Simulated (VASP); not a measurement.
# Cu (Cmcm) in VASP: single point with PBE

Aim: the single point of Cu with PBE.

All numbers are computed with VASP 6.6.1; they aren't measurements. Logs are shortened: lines on timing, memory, paths and dates and some standing lists are left out, and cuts for length are marked.

## Step 1: The cell of the first run

The structure is orthorhombic, space group Cmcm (No. 63). Conventional cell: a = 2.686 Å, b = 4.389 Å, c = 4.113 Å, α = 90.00°, β = 90.00°, γ = 90.00°. Cu (site symmetry m2m) has 12 Cu at 2.52 to 2.69 Å within 3.3 Å.

## Step 2: Single point, PBE (strain +0.0600 x Voigt [1, 0, 0, 0, 0, 0])

The input, INCAR:

```
SYSTEM = Cu
PREC = Accurate
ENCUT = 520
EDIFF = 1E-6
ISMEAR = 0
SIGMA = 0.15
LREAL = .False.
LASPH = .True.
NELM = 60
ALGO = Fast
ISIF = 2
LWAVE = .False.
LCHARG = .False.
GGA = PE
NBANDS = 18
```

The input, KPOINTS:

```
regular mesh
0
Gamma
  24 24 12
  0 0 0
```

The input, POSCAR:

```
Cu
1.0
    2.6861424700      0.0000000000      0.0000000000
   -1.3430712350      2.1945920917      0.0000000000
    0.0000000000      0.0000000000      4.1125710000
Cu
2
Direct
    0.3333333333      0.6666666667      0.2500000000
    0.6666666667      0.3333333333      0.7500000000
```

Potentials or basis: VASP PAW PBE potentials, release 64 (Cu).

Command:

```sh
$ cat potpaw_PBE.64/Cu/POTCAR > POTCAR
$ mpirun -np 1 vasp_std > vasp.out
```

OUTCAR:

```text
SYSTEM = Cu
   PREC = Accurate
   ENCUT = 520
   EDIFF = 1E-6
   ISMEAR = 0
   LREAL = .False.
   LASPH = .True.
   NELM = 60
   ISIF = 2
   GGA = PE

 ion  position               nearest neighbor table
   1  0.333  0.667  0.250-   2 2.52   2 2.52   2 2.56   2 2.56   2 2.56   2 2.56
   2  0.667  0.333  0.750-   1 2.52   1 2.52   1 2.56   1 2.56   1 2.56   1 2.56

  Warning from LATTYP: Monoclinic adjustment (A1->A3, A2->A1, A3->A2)!
  LATTYP: Found a base centered orthorhombic cell.
 ALAT       =     2.6861424700
 B/A-ratio  =     1.6340101958
 C/A-ratio  =     1.5310323432

  Lattice vectors:

 A1 = (   1.3430712350,  -2.1945920917,   0.0000000000)
 A2 = (   1.3430712350,   2.1945920917,   0.0000000000)
 A3 = (   0.0000000000,   0.0000000000,   4.1125710000)

Analysis of symmetry for initial positions (statically):
=====================================================================
 Subroutine PRICEL returns:
 Original cell was already a primitive cell.

 Routine SETGRP: Setting up the symmetry group for a
 base centered orthorhombic supercell.

 Subroutine GETGRP returns: Found  8 space group operations
 (whereof  4 operations were pure point group operations)
 out of a pool of  8 trial point group operations.

The static configuration has the point symmetry C_2h.
 The point group associated with its full space group is D_2h.

Analysis of symmetry for dynamics (positions and initial velocities):
=====================================================================
 Subroutine PRICEL returns:
 Original cell was already a primitive cell.

 Routine SETGRP: Setting up the symmetry group for a
 base centered orthorhombic supercell.

 Subroutine GETGRP returns: Found  8 space group operations
 (whereof  4 operations were pure point group operations)
 out of a pool of  8 trial point group operations.

The dynamic configuration has the point symmetry C_2h.
 The point group associated with its full space group is D_2h.

 Subroutine INISYM returns: Found  8 space group operations
 (whereof  4 operations are pure point group operations),
 and found     1 'primitive' translations

----------------------------------------------------------------------------------------

                                     Primitive cell

  volume of cell :      24.2436

  direct lattice vectors                    reciprocal lattice vectors
     2.686142470  0.000000000  0.000000000     0.372281073  0.227832772  0.000000000
    -1.343071235  2.194592092  0.000000000     0.000000000  0.455665544  0.000000000
     0.000000000  0.000000000  4.112571000     0.000000000  0.000000000  0.243156896

  length of vectors
     2.686142470  2.572950600  4.112571000     0.436464167  0.455665544  0.243156896

  position of ions in fractional coordinates (direct lattice)
     0.333333333  0.666666667  0.250000000
     0.666666667  0.333333333  0.750000000

  ion indices of the primitive-cell ions
   primitive index   ion index
                 1           1
                 2           2

----------------------------------------------------------------------------------------

 KPOINTS: regular mesh

Automatic generation of k-mesh.
 Grid dimensions read from file:
 generate k-points for:   24   24   12

 Generating k-lattice:

  Cartesian coordinates                     Fractional coordinates (reciprocal lattice)
     0.015511711  0.009493032  0.000000000     0.041666667 -0.000000000  0.000000000
     0.000000000  0.018986064  0.000000000     0.000000000  0.041666667  0.000000000
     0.000000000  0.000000000  0.020263075     0.000000000  0.000000000  0.083333333

  Length of vectors
     0.018186007  0.018986064  0.020263075

  Shift w.r.t. Gamma in fractional coordinates (k-lattice)
     0.000000000  0.000000000  0.000000000

 Subroutine IBZKPT returns following result:
 ===========================================

 Found   1099 irreducible k-points:

 Following reciprocal coordinates:
            Coordinates               Weight
  0.000000  0.000000  0.000000      1.000000
  0.041667 -0.000000  0.000000      4.000000
  0.083333  0.000000  0.000000      4.000000
  0.125000 -0.000000  0.000000      4.000000
  0.166667 -0.000000  0.000000      4.000000
  0.208333 -0.000000  0.000000      4.000000
[... 16 lines left out ...]
  0.375000  0.041667  0.000000      4.000000
  0.416667  0.041667  0.000000      4.000000
 [... further k-points ...]
   k-points           NKPTS =   1099   k-points in BZ     NKDIM =   1099   number of bands    NBANDS=     18
   number of dos      NEDOS =    301   number of ions     NIONS =      2
   total plane-waves  NPLWV =  12800
   dimension x,y,z NGX =    20 NGY =   20 NGZ =   32
   dimension x,y,z NGXF=    40 NGYF=   40 NGZF=   64
   ions per type =               2
   NGX,Y,Z   is equivalent  to a cutoff of  12.38, 12.92, 12.94 a.u.
   NGXF,Y,Z  is equivalent  to a cutoff of  24.76, 25.85, 25.87 a.u.
 SYSTEM =  Cu
   PREC   = accura    normal or accurate (medium, high low for compatibility)
   ISTART =      0    job   : 0-new  1-cont  2-samecut
   ICHARG =      2    charge: 1-file 2-atom 10-const
   ISPIN  =      1    spin polarized calculation?
   LNONCOLLINEAR =      F non collinear calculations
   LSORBIT =      F    spin-orbit coupling
   LASPH  =      T    aspherical Exc in radial PAW
   ENCUT  =  520.0 eV  38.22 Ry    6.18 a.u.   4.99  4.78  7.65*2*pi/ulx,y,z
   NELM   =     60;   NELMIN=  2; NELMDL= -5     # of ELM steps
   EDIFF  = 0.1E-05   stopping-criterion for ELM
   LREAL  =      F    real-space projection
   EDIFFG = 0.1E-04   stopping-criterion for IOM
   NSW    =      0    number of steps for IOM
   IBRION =     -1    ionic relax: 0-MD 1-quasi-New 2-CG
   NFREE  =      0    steps in history (QN), initial steepest desc. (CG)
   ISIF   =      2    stress and relaxation
   ISYM   =      2    0-nonsym 1-usesym 2-fastsym
   POTIM  = 0.5000    time-step for ionic-motion
   TEBEG  =    0.0;   TEEND  =   0.0 temperature during run
   PSTRESS=    0.0 pullay stress
   NELECT =      22.0000    total number of electrons
   NUPDOWN=      -1.0000    fix difference up-down
   EMIN   =  10.00;   EMAX   =-10.00  energy-range for DOS
   EFERMI =   0.00;   METHOD = LEGACY
   ISMEAR =     0;   SIGMA  =   0.15  broadening in eV -4-tet -1-fermi 0-gaus
   EFERMI_NEDOS =   21; number of points for ismear=-14 and -15
   IALGO  =     68    algorithm
   IMIX   =      4    mixing-type and parameters
     AMIX     =   0.40;   BMIX     =  1.00
     AMIX_MAG =   1.60;   BMIX_MAG =  1.00
  volume/ion in A,a.u.               =      12.12        81.80
  Fermi-wavevector in a.u.,A,eV,Ry     =   1.584955  2.995131 34.178961  2.512083
  Thomas-Fermi vector in A             =   2.684494
   LORBIT       =      0    0 simple, 1 ext, 2 COOP (PROOUT), +10 PAW based schemes
   GGA     = PE    functional components
   LHFCALC =     F    Hartree Fock is set to
   AEXX    =    0.0000 exact exchange contribution
   IVDW    =     0    specifies the selected vdW correction
   LEPSILON=     F    determine dielectric tensor
   LRPA    =     F    only Hartree local field effects (RPA)
 non-spin polarized calculation
 RMM-DIIS sequential band-by-band and
 Gauss-broadening in eV      SIGMA  =   0.15
  energy-cutoff  :      520.00
  volume of cell :       24.24
 maximum number of plane-waves:       673
   NGX =  9   NGY =  9   NGZ = 15

 number of electron      21.9999980 magnetization

 Free energy of the ion-electron system (eV)
  ---------------------------------------------------
  ext. energy  EPLUGINS =         0.00000000
  ---------------------------------------------------
  free energy    TOTEN  =        -7.41881486 eV

  energy without entropy =       -7.41139357  energy(sigma->0) =       -7.41510422

 E-fermi :   7.2614     XC(G=0): -12.5730

 val. band max:        7.2594962418   @ k =   0.1667   0.1667   0.3333
 cond. band min:       7.2627998525   @ k =   0.0000   0.4167   0.5000
 fundamental gap:      0.0033036107
 Fermi energy:         7.2613669978

 k-point     1 :       0.0000    0.0000    0.0000
  band No.  band energies     occupation
      1      -1.8872      2.00000
      2       2.3960      2.00000
      3       4.1758      2.00000
      4       4.4254      2.00000
      5       4.4316      2.00000
      6       4.5680      2.00000
[... 10 lines left out ...]
     17      29.5121      0.00000
     18      29.5602      0.00000

 k-point     2 :       0.0417   -0.0000    0.0000
  band No.  band energies     occupation
      1      -1.8348      2.00000
      2       2.4241      2.00000
      3       4.1582      2.00000
      4       4.4286      2.00000
      5       4.4428      2.00000
      6       4.5843      2.00000
[... 10 lines left out ...]
     17      29.7214      0.00000
     18      30.4502      0.00000

 k-point     3 :       0.0833    0.0000    0.0000
  band No.  band energies     occupation
      1      -1.6786      2.00000
      2       2.5052      2.00000
      3       4.1092      2.00000
      4       4.4220      2.00000
      5       4.4918      2.00000
      6       4.6289      2.00000
[... 10 lines left out ...]
     17      30.4621      0.00000
     18      31.5478      0.00000

 k-point     4 :       0.1250   -0.0000    0.0000
  band No.  band energies     occupation
      1      -1.4209      2.00000
      2       2.6294      2.00000
      3       4.0386      2.00000
      4       4.4056      2.00000
      5       4.4942      2.00000
      6       4.5730      2.00000
[... 375 lines left out ...]
      4       3.8735      2.00000
      5       4.2898      2.00000
      6       4.4688      2.00000
[... 10 lines left out ...]
     17      21.5333      0.00000
     18      26.7084      0.00000

 k-point    23 :       0.3750    0.0417    0.0000
  band No.  band energies     occupation
      1       1.9534      2.00000
      2       2.9854      2.00000
      3       3.1979      2.00000
      4       3.9478      2.00000
      5       4.2524      2.00000
      6       4.5297      2.00000
[... 10 lines left out ...]
     17      20.4546      0.00000
     18      26.5982      0.00000

 k-point    24 :       0.4167    0.0417    0.0000
  band No.  band energies     occupation
      1       2.3258      2.00000
      2       2.9241      2.00000
      3       3.1302      2.00000
      4       4.0521      2.00000
      5       4.2303      2.00000
      6       4.4986      2.00000
[... 10 lines left out ...]
     17      20.0699      0.00000
     18      26.5490      0.00000

 [... further k-points ...]
[... 5 lines left out ...]
  --------------------------------------------------------------------------------------
  -------------------------------------------------------------------------------------
  Total       -0.6363608      0.1068665      0.5813459      0.0000000     -0.0000000      0.0000000
  in kB      -42.0550110      7.0624601     38.4192537      0.0000000     -0.0000000      0.0000000
  external PRESSURE =       1.1422343 kB  Pullay stress =       0.0000000 kB

 VOLUME and BASIS-vectors are now :
 -----------------------------------------------------------------------------
  energy-cutoff  :      520.00
  volume of cell :       24.24
      direct lattice vectors                 reciprocal lattice vectors
     2.686142470  0.000000000  0.000000000     0.372281073  0.227832772  0.000000000
    -1.343071235  2.194592092  0.000000000     0.000000000  0.455665544  0.000000000
     0.000000000  0.000000000  4.112571000     0.000000000  0.000000000  0.243156896

 POSITION                                       TOTAL-FORCE (eV/Angst)
 -----------------------------------------------------------------------------------
     -0.00000      1.46306      1.02814         0.000000     -0.106783      0.000000
      1.34307      0.73153      3.08443        -0.000000      0.106783     -0.000000
 -----------------------------------------------------------------------------------
    total drift:                                0.000000     -0.000000      0.000000

  FREE ENERGIE OF THE ION-ELECTRON SYSTEM (eV)
  ---------------------------------------------------
  free  energy   TOTEN  =        -7.4188148621 eV

  energy  without entropy=       -7.4113935699  energy(sigma->0) =       -7.41510422
```

Wall time 4.6 min (1 thread of Intel Xeon Platinum 8488C (Sapphire Rapids), shared host); peak memory 0.47 GiB.

Results:

| Quantity | Value |
| --- | --- |
| Free energy | -7.4188 eV |
| Pressure | 0.1 GPa |
| Largest force | 0.107 eV/Å |
| Band gap on the k mesh | zero (band 11 reaches 11.03 eV, above the bottom of band 12 at 5.40 eV) |

Forces on the atoms (eV/Å):
```
Cu   0.000 -0.107  0.000
Cu   0.000  0.107  0.000
```

Levels at points of the mesh, in eV from the Fermi level:
| k point | band 7 | band 8 | band 9 | band 10 | band 11 | band 12 | band 13 | band 14 | band 15 | band 16 |
| --- | --- | --- | --- | --- | --- | --- | --- | --- | --- | --- |
| (0.00, 0.00, 0.00) | -2.53 | -2.50 | -2.48 | -1.72 | -1.67 | -0.59 | 4.12 | 19.82 | 19.87 | 21.63 |
| (0.50, 0.00, 0.00) | -2.65 | -1.70 | -1.59 | -1.52 | -0.17 | 1.20 | 7.58 | 8.08 | 10.51 | 10.77 |
| (0.00, 0.50, 0.00) | -2.45 | -1.62 | -1.55 | -1.51 | 0.18 | 1.76 | 8.29 | 8.71 | 11.06 | 11.09 |
| (0.00, 0.00, 0.50) | -2.80 | -2.80 | -1.95 | -1.95 | -1.86 | -1.86 | 13.15 | 13.15 | 20.91 | 20.91 |
| (0.50, 0.00, 0.50) | -1.89 | -1.89 | -1.61 | -1.61 | 0.33 | 0.33 | 4.38 | 4.38 | 16.15 | 16.15 |
| (0.00, 0.50, 0.50) | -1.83 | -1.83 | -1.56 | -1.56 | 0.84 | 0.84 | 5.14 | 5.14 | 14.21 | 14.21 |

Caveat: the cell differs from its parent crystal (strain +0.0600 x Voigt [1, 0, 0, 0, 0, 0]).
